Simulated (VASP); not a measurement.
# Pb (Im-3m) in VASP: notebook

Runs on Pb. Level: PBEsol. Tasks: relaxation of cell and atoms.

All numbers are computed with VASP 6.6.1; they aren't measurements. Logs are shortened: lines on timing, memory, paths and dates and some standing lists are left out, and cuts for length are marked.

### 1 The cell of the first run

Symmetry: Im-3m, No. 229, cubic system. The conventional cell has a = 3.959 Å, b = 3.959 Å, c = 3.959 Å, α = 90.00°, β = 90.00°, γ = 90.00°. Pb (site symmetry m-3m) has 14 Pb at 3.43 to 3.96 Å within 4.5 Å.

### 2 Relaxation of cell and atoms, PBEsol, target pressure 20 GPa, at which the enthalpy is minimised

Input file INCAR:

```
  PREC = Accurate
  ENCUT = 500
  EDIFF = 1E-7
  ISMEAR = 0
  SIGMA = 0.1
  LREAL = False
  LASPH = True
  NELM = 120
  ALGO = Normal
  ISIF = 3
  LWAVE = False
  LCHARG = False
  GGA = PS
  IBRION = 2
  NSW = 50
  EDIFFG = -0.02
  PSTRESS = 200.0
  GGA_COMPAT = False
  NELMIN = 4
```

Input file KPOINTS:

```
Automatic mesh
0
Gamma
  15 15 15
```

Input file POSCAR:

```
Pb
1.0
   -1.9796600000      1.9796600000      1.9796600000
    1.9796600000     -1.9796600000      1.9796600000
    1.9796600000      1.9796600000     -1.9796600000
Pb
1
Direct
    0.0000000000      0.0000000000      0.0000000000
```

Potentials or basis: VASP PAW PBE potentials, release 64 (Pb_d).

On the command line:

```bash
> cat potpaw_PBE.64/Pb_d/POTCAR > POTCAR
> mpirun -np 1 vasp_std > vasp.out
```

OUTCAR:

```text
PREC = Accurate
   ENCUT = 500
   EDIFF = 1E-7
   ISMEAR = 0
   LREAL = False
   LASPH = True
   NELM = 120
   ISIF = 3
   GGA = PS
   IBRION = 2
   NSW = 50
   EDIFFG = -0.02
   PSTRESS = 200.0
   NELMIN = 4

 ion  position               nearest neighbor table
   1  0.000  0.000  0.000-

  LATTYP: Found a body centered cubic cell.
 ALAT       =     3.9593200000

  Lattice vectors:

 A1 = (  -1.9796600000,   1.9796600000,   1.9796600000)
 A2 = (   1.9796600000,  -1.9796600000,   1.9796600000)
 A3 = (   1.9796600000,   1.9796600000,  -1.9796600000)

Analysis of symmetry for initial positions (statically):
=====================================================================
 Subroutine PRICEL returns:
 Original cell was already a primitive cell.

 Routine SETGRP: Setting up the symmetry group for a
 body centered cubic supercell.

 Subroutine GETGRP returns: Found 48 space group operations
[... 9 lines left out ...]

 Routine SETGRP: Setting up the symmetry group for a
 body centered cubic supercell.

 Subroutine GETGRP returns: Found 48 space group operations
[... 11 lines left out ...]
                                     Primitive cell

  volume of cell :      31.0336

  direct lattice vectors                    reciprocal lattice vectors
    -1.979660000  1.979660000  1.979660000     0.000000000  0.252568623  0.252568623
     1.979660000 -1.979660000  1.979660000     0.252568623  0.000000000  0.252568623
     1.979660000  1.979660000 -1.979660000     0.252568623  0.252568623  0.000000000

  length of vectors
     3.428871702  3.428871702  3.428871702     0.357185972  0.357185972  0.357185972

  position of ions in fractional coordinates (direct lattice)
     0.000000000  0.000000000  0.000000000

  ion indices of the primitive-cell ions
   primitive index   ion index
                 1           1

----------------------------------------------------------------------------------------

 KPOINTS: Automatic mesh

Automatic generation of k-mesh.
 Grid dimensions read from file:
 generate k-points for:   15   15   15

 Generating k-lattice:

  Cartesian coordinates                     Fractional coordinates (reciprocal lattice)
     0.000000000  0.016837908  0.016837908     0.066666667  0.000000000  0.000000000
     0.016837908  0.000000000  0.016837908     0.000000000  0.066666667  0.000000000
     0.016837908  0.016837908  0.000000000     0.000000000  0.000000000  0.066666667

  Length of vectors
     0.023812398  0.023812398  0.023812398

  Shift w.r.t. Gamma in fractional coordinates (k-lattice)
     0.000000000  0.000000000  0.000000000

 Subroutine IBZKPT returns following result:
 ===========================================

 Found    120 irreducible k-points:

 Following reciprocal coordinates:
            Coordinates               Weight
  0.000000  0.000000  0.000000      1.000000
  0.066667  0.000000  0.000000     12.000000
  0.133333  0.000000  0.000000     12.000000
  0.200000  0.000000  0.000000     12.000000
  0.266667  0.000000  0.000000     12.000000
  0.333333  0.000000  0.000000     12.000000
[... 16 lines left out ...]
  0.333333  0.200000 -0.000000     48.000000
  0.400000  0.200000  0.000000     24.000000
 [... further k-points ...]
   k-points           NKPTS =    120   k-points in BZ     NKDIM =    120   number of bands    NBANDS=     11
   number of dos      NEDOS =    301   number of ions     NIONS =      1
   total plane-waves  NPLWV =  21952
   dimension x,y,z NGX =    28 NGY =   28 NGZ =   28
   dimension x,y,z NGXF=    56 NGYF=   56 NGZF=   56
   ions per type =               1
   NGX,Y,Z   is equivalent  to a cutoff of  13.58, 13.58, 13.58 a.u.
   NGXF,Y,Z  is equivalent  to a cutoff of  27.15, 27.15, 27.15 a.u.
 SYSTEM =  unknown system
   PREC   = accura    normal or accurate (medium, high low for compatibility)
   ISTART =      0    job   : 0-new  1-cont  2-samecut
   ICHARG =      2    charge: 1-file 2-atom 10-const
   ISPIN  =      1    spin polarized calculation?
   LNONCOLLINEAR =      F non collinear calculations
   LSORBIT =      F    spin-orbit coupling
   LASPH  =      T    aspherical Exc in radial PAW
   ENCUT  =  500.0 eV  36.75 Ry    6.06 a.u.   6.25  6.25  6.25*2*pi/ulx,y,z
   NELM   =    120;   NELMIN=  4; NELMDL= -5     # of ELM steps
   EDIFF  = 0.1E-06   stopping-criterion for ELM
   LREAL  =      F    real-space projection
   EDIFFG = -.2E-01   stopping-criterion for IOM
   NSW    =     50    number of steps for IOM
   IBRION =      2    ionic relax: 0-MD 1-quasi-New 2-CG
   NFREE  =      1    steps in history (QN), initial steepest desc. (CG)
   ISIF   =      3    stress and relaxation
   ISYM   =      2    0-nonsym 1-usesym 2-fastsym
   POTIM  = 0.5000    time-step for ionic-motion
   TEBEG  =    0.0;   TEEND  =   0.0 temperature during run
   PSTRESS=  200.0 pullay stress
   NELECT =      14.0000    total number of electrons
   NUPDOWN=      -1.0000    fix difference up-down
   EMIN   =  10.00;   EMAX   =-10.00  energy-range for DOS
   EFERMI =   0.00;   METHOD = LEGACY
   ISMEAR =     0;   SIGMA  =   0.10  broadening in eV -4-tet -1-fermi 0-gaus
   EFERMI_NEDOS =   21; number of points for ismear=-14 and -15
   IALGO  =     38    algorithm
   IMIX   =      4    mixing-type and parameters
     AMIX     =   0.40;   BMIX     =  1.00
     AMIX_MAG =   1.60;   BMIX_MAG =  1.00
  volume/ion in A,a.u.               =      31.03       209.42
  Fermi-wavevector in a.u.,A,eV,Ry     =   1.255568  2.372679 21.448918  1.576451
  Thomas-Fermi vector in A             =   2.389318
   LORBIT       =      0    0 simple, 1 ext, 2 COOP (PROOUT), +10 PAW based schemes
   GGA     = PS    functional components
   LHFCALC =     F    Hartree Fock is set to
   AEXX    =    0.0000 exact exchange contribution
   IVDW    =     0    specifies the selected vdW correction
   LEPSILON=     F    determine dielectric tensor
   LRPA    =     F    only Hartree local field effects (RPA)
 conjugate gradient relaxation of ions
 non-spin polarized calculation
 Gauss-broadening in eV      SIGMA  =   0.10
  energy-cutoff  :      500.00
  volume of cell :       31.03
 maximum number of plane-waves:       802
 NGX is ok and might be reduce to    28
   NGX = 13   NGY = 13   NGZ = 13

--------------------------------------- Ionic step        1  -------------------------------------------

 number of electron      14.0000002 magnetization

 Free energy of the ion-electron system (eV)
  ---------------------------------------------------
  ext. energy  EPLUGINS =         0.00000000
  ---------------------------------------------------
  free energy    TOTEN  =        -3.95244125 eV

  energy without entropy =       -3.94842187  energy(sigma->0) =       -3.95043156

------------------------ aborting loop because EDIFF is reached ----------------------------------------

  FORCE on cell =-STRESS in cart. coord.  units (eV):
  Direction    XX          YY          ZZ          XY          YZ          ZX
  --------------------------------------------------------------------------------------
  -------------------------------------------------------------------------------------
  Total       -0.2974160     -0.2974160     -0.2974160      0.0000000      0.0000000      0.0000000
  in kB      -15.3547608    -15.3547608    -15.3547608      0.0000000      0.0000000      0.0000000
  external PRESSURE =    -215.3547608 kB  Pullay stress =     200.0000000 kB

 VOLUME and BASIS-vectors are now :
 -----------------------------------------------------------------------------
  energy-cutoff  :      500.00
  volume of cell :       31.03
      direct lattice vectors                 reciprocal lattice vectors
    -1.979660000  1.979660000  1.979660000     0.000000000  0.252568623  0.252568623
     1.979660000 -1.979660000  1.979660000     0.252568623  0.000000000  0.252568623
     1.979660000  1.979660000 -1.979660000     0.252568623  0.252568623  0.000000000
[... 44 lines left out ...]
  FREE ENERGIE OF THE ION-ELECTRON SYSTEM (eV)
  ---------------------------------------------------
  free  energy   TOTEN  =        -0.5949293086 eV

  energy  without entropy=       -0.5931447176  energy(sigma->0) =       -0.59403701

  enthalpy is  TOTEN    =         1.3793370764 eV   P V=        1.9742663850

--------------------------------------- Ionic step        3  -------------------------------------------

 number of electron      14.0000002 magnetization

 E-fermi :   9.9453     XC(G=0): -11.4802

 val. band max:        9.9256701236   @ k =  -0.4000   0.4000   0.4000
 cond. band min:       9.9522097211   @ k =  -0.4000   0.4667   0.2667
 fundamental gap:      0.0265395975
 Fermi energy:         9.9453385266

 k-point     1 :       0.0000    0.0000    0.0000
  band No.  band energies     occupation
      1      -7.4247      2.00000
      2      -7.4247      2.00000
      3      -7.4247      2.00000
      4      -6.9789      2.00000
      5      -6.9789      2.00000
      6      -3.6100      2.00000
      7      19.8406      0.00000
      8      19.8406      0.00000
      9      19.8406      0.00000
     10      21.2842      0.00000
     11      21.2842      0.00000

 k-point     2 :       0.0667    0.0000    0.0000
  band No.  band energies     occupation
      1      -7.4323      2.00000
      2      -7.4174      2.00000
      3      -7.3953      2.00000
      4      -6.9874      2.00000
      5      -6.9792      2.00000
      6      -3.4967      2.00000
      7      18.5999      0.00000
      8      19.3886      0.00000
      9      19.5743      0.00000
     10      20.8931      0.00000
     11      21.1914      0.00000
[... 373 lines left out ...]
  FREE ENERGIE OF THE ION-ELECTRON SYSTEM (eV)
  ---------------------------------------------------
  free  energy   TOTEN  =        -3.6761423979 eV

  energy  without entropy=       -3.6736354029  energy(sigma->0) =       -3.67488890

  enthalpy is  TOTEN    =        -0.7048552310 eV   P V=        2.9712871669

--------------------------------------- Ionic step        5  -------------------------------------------

 number of electron      14.0000002 magnetization

 Free energy of the ion-electron system (eV)
  ---------------------------------------------------
  ext. energy  EPLUGINS =         0.00000000
  ---------------------------------------------------
  free energy    TOTEN  =        -3.64410845 eV

  energy without entropy =       -3.64165192  energy(sigma->0) =       -3.64288019

 E-fermi :  10.3438     XC(G=0): -11.6249

 val. band max:       10.3417200528   @ k =   0.2667   0.2000   0.2000
 cond. band min:      10.4349714288   @ k =  -0.2667   0.3333   0.0667
 fundamental gap:      0.0932513760
 Fermi energy:        10.3437792730

 k-point     1 :       0.0000    0.0000    0.0000
  band No.  band energies     occupation
      1      -7.0919      2.00000
      2      -7.0919      2.00000
      3      -7.0919      2.00000
      4      -6.6136      2.00000
      5      -6.6136      2.00000
      6      -3.4695      2.00000
      7      20.5404      0.00000
      8      20.5404      0.00000
      9      20.5404      0.00000
     10      21.6860      0.00000
     11      21.6860      0.00000

 k-point     2 :       0.0667    0.0000    0.0000
  band No.  band energies     occupation
      1      -7.1002      2.00000
      2      -7.0843      2.00000
      3      -7.0604      2.00000
      4      -6.6229      2.00000
      5      -6.6140      2.00000
      6      -3.3532      2.00000
      7      19.2540      0.00000
      8      20.0699      0.00000
      9      20.2422      0.00000
     10      21.3334      0.00000
     11      21.6084      0.00000
[... 330 lines left out ...]
 POSITION                                       TOTAL-FORCE (eV/Angst)
 -----------------------------------------------------------------------------------
      0.00000      0.00000     -0.00000        -0.000000      0.000000     -0.000000
 -----------------------------------------------------------------------------------
    total drift:                               -0.000000     -0.000000     -0.000000

  FREE ENERGIE OF THE ION-ELECTRON SYSTEM (eV)
  ---------------------------------------------------
  free  energy   TOTEN  =        -3.6441084507 eV

  energy  without entropy=       -3.6416519199  energy(sigma->0) =       -3.64288019

  enthalpy is  TOTEN    =        -0.7060574495 eV   P V=        2.9380510012

 reached required accuracy - stopping structural energy minimisation
```

Wall time 3 min (1 thread of Intel Xeon 6975P-C, shared host); peak memory 0.2 GiB.

Results:

```yaml
Free_energy: -3.6441 eV
Relaxed_volume: 23.54 Å³/atom
Relaxed_cell: a = 3.127 Å, b = 3.127 Å, c = 3.127 Å, α = 109.47°, β = 109.47°, γ = 109.47°
Space_group_after_relaxing_to_0.05_Å: Im-3m (No. 229)
Energy_change_on_relaxing_the_enthalpy_is_what_falls: +308.3 meV/atom
Ionic_steps: 5
Pressure_after_relaxing: 20.0 GPa
Band_gap_on_the_k_mesh: zero (band 7 reaches 20.54 eV, above the bottom of band 8 at 7.52 eV)
```

The path:
| step | energy change (eV) | largest force (eV/Å) | pressure (GPa) | volume (Å³) |
| --- | --- | --- | --- | --- |
| 1 | 0.0000 | 0.0000 | -1.54 | 31.03 |
| 2 | 3.3575 | 0.0000 | 144.09 | 15.82 |
| 3 | 0.2338 | 0.0000 | 16.56 | 24.19 |
| 4 | 0.2763 | 0.0000 | 18.55 | 23.80 |
| 5 | 0.3083 | 0.0000 | 20.02 | 23.54 |

Final structure:
```yaml
crystal:
  lattice:
    - [-1.80534, 1.80534, 1.80534]
    - [1.80534, -1.80534, 1.80534]
    - [1.80534, 1.80534, -1.80534]
  atoms:
    - { symbol: Pb, position: [0.00000, 0.00000, 0.00000] }
```

Levels at points of the mesh, in eV from the Fermi level:
| k point | band 4 | band 5 | band 6 | band 7 | band 8 | band 9 | band 10 | band 11 |
| --- | --- | --- | --- | --- | --- | --- | --- | --- |
| (0.00, 0.00, 0.00) | -16.96 | -16.96 | -13.81 | 10.20 | 10.20 | 10.20 | 11.34 | 11.34 |

Caveat: the cell is relaxed towards a set pressure, so the enthalpy falls and the energy may rise; the volume moved by over 15 % at a fixed basis, so the end points are rough; the PAW data sets were made with another functional, which shifts forces and pressure a little; spin-orbit coupling is left out, which moves the levels of the heavy elements.

### 3 Relaxation of cell and atoms, PBEsol, target pressure 30 GPa, at which the enthalpy is minimised

Input file INCAR:

```
PREC = Accurate ; ENCUT = 500
EDIFF = 1E-7 ; ISMEAR = 0
SIGMA = 0.1 ; LREAL = False
LASPH = True ; NELM = 120
ALGO = Normal ; ISIF = 3
LWAVE = False ; LCHARG = False
GGA = PS ; IBRION = 2
NSW = 50 ; EDIFFG = -0.02
PSTRESS = 300.0 ; GGA_COMPAT = False
NELMIN = 4
```

KPOINTS is that of step 2.

POSCAR is that of step 2.

Potentials or basis: VASP PAW PBE potentials, release 64 (Pb_d).

On the command line:

```bash
> cat potpaw_PBE.64/Pb_d/POTCAR > POTCAR
> mpirun -np 1 vasp_std > vasp.out
```

Run time: 5.4 min. Hardware: 1 thread of Intel Xeon 6975P-C, shared host; peak memory 0.2 GiB.

The run converged. Its results:

| Property | Result |
| --- | --- |
| Free energy | -3.4130 eV |
| Relaxed volume | 22.04 Å³/atom |
| Relaxed cell | a = 3.059 Å, b = 3.059 Å, c = 3.059 Å, α = 109.47°, β = 109.47°, γ = 109.47° |
| Space group after relaxing (to 0.05 Å) | Im-3m (No. 229) |
| Energy change on relaxing (the enthalpy is what falls) | +539.4 meV/atom |
| Ionic steps | 9 |
| Pressure after relaxing | 30.0 GPa |
| Band gap on the k mesh | zero (band 7 reaches 22.30 eV, above the bottom of band 8 at 8.30 eV) |

The path:
| step | energy change (eV) | largest force (eV/Å) | pressure (GPa) | volume (Å³) |
| --- | --- | --- | --- | --- |
| 1 | 0.0000 | 0.0000 | -1.54 | 31.03 |
| 2 | 12.8073 | 0.0000 | 585.59 | 10.89 |
| 3 | 0.0314 | 0.0000 | 5.11 | 27.37 |
| 4 | 0.1420 | 0.0000 | 11.97 | 25.23 |
| 5 | 0.6399 | 0.0000 | 34.16 | 21.54 |
| 6 | 0.5250 | 0.0000 | 29.39 | 22.12 |
| 7 | 0.5546 | 0.0000 | 30.64 | 21.96 |
| 8 | 0.5094 | 0.0000 | 28.75 | 22.20 |
| 9 | 0.5394 | 0.0000 | 30.01 | 22.04 |

Final structure:
```
CELL_PARAMETERS angstrom
-1.76625 1.76625 1.76625
1.76625 -1.76625 1.76625
1.76625 1.76625 -1.76625
ATOMIC_POSITIONS crystal
Pb 0.00000 0.00000 0.00000
```

Levels at points of the mesh, in eV from the Fermi level:
```tsv
k point	band 5	band 6	band 7	band 8	band 9	band 10
(0.00, 0.00, 0.00)	-17.07	-14.48	10.93	10.93	10.93	11.31
```

Caveat: the cell is relaxed towards a set pressure, so the enthalpy falls and the energy may rise; the volume moved by over 15 % at a fixed basis, so the end points are rough; the PAW data sets were made with another functional, which shifts forces and pressure a little; spin-orbit coupling is left out, which moves the levels of the heavy elements.
